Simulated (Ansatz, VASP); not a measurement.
**Two plane-wave programs on BN**

```
B N
1.0
     2.47141    0.00000    0.00000
    -1.23571    2.14031    0.00000
     0.00000    0.00000    6.47462
B N
2 2
Direct
  0.33333 0.66667 0.25000
  0.66667 0.33333 0.75000
  0.33333 0.66667 0.75000
  0.66667 0.33333 0.25000
```

Alike in both runs: task single point; functional PBE; k mesh 12 × 12 × 4; occupations gaussian, width 0.02 eV; no spin polarisation.

|  | VASP | Ansatz |
| --- | --- | --- |
| version | VASP 6.6.1 | Ansatz 0.2.0 |
| potentials or method | VASP PAW PBE potentials, release 64 (B, N), cutoff 520 eV | scalar-relativistic, plane waves, PAW |
| valence electrons in the cell | 16 | 16 |

|  | VASP | Ansatz | Ansatz less VASP |
| --- | --- | --- | --- |
| gap on the k mesh at the Fermi level (eV) | 4.29 | 4.30 | +0.008 |
| least direct gap on the mesh (eV) | 4.72 | 4.72 | +0.008 |
| pressure (GPa) | 14.2 | 14.2 | -0.08 |
| traceless stress, the component that is largest in VASP (GPa) | -10.33 | -10.12 | +0.216 |
